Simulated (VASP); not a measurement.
W, 2 atoms in the cell. The structure is hexagonal, space group P6_3/mmc (No. 194). Conventional cell: a = 2.778 Å, b = 2.778 Å, c = 4.944 Å, α = 90.00°, β = 90.00°, γ = 120.00°. W (site symmetry -6m2) has 12 W at 2.78 to 2.95 Å within 3.7 Å. 

* Program: VASP 6.6.1
* Task: density of states
* Functional: PBE
* Potentials or basis: VASP PAW PBE potentials, release 64 (W_sv)
* Cutoff: 520 eV
* k mesh: 17 × 17 × 9
* Occupations: fermi-dirac, width 0.1 eV
* Spin: no spin polarisation
* Dipole correction: no
* k mesh for the DOS: 26 × 26 × 14
* Occupations for the DOS: tetrahedron
* Further INCAR settings: ALGO = Normal; EDIFF = 1e-06; NBANDS = 21

Potentials or basis: VASP PAW PBE potentials, release 64 (W_sv).

The run is started by

```console
$ cat potpaw_PBE.64/W_sv/POTCAR > POTCAR
$ cp INCAR.step1 INCAR
$ cp KPOINTS.step1 KPOINTS
$ mpirun -np 1 vasp_std > vasp.out
$ cp INCAR.step2 INCAR
$ cp KPOINTS.step2 KPOINTS
$ mpirun -np 1 vasp_std > vasp.out
```

Hardware: 1 thread of Intel(R) Xeon(R) Platinum 8488C (Sapphire Rapids), with other jobs on the host.

**Question.** Estimate the wall time of this run.

**Answer.** Run time: 2.6 min on 1 thread of Intel(R) Xeon(R) Platinum 8488C (Sapphire Rapids) (shared host), peak memory 0.41 GiB. Counts: k points 560.
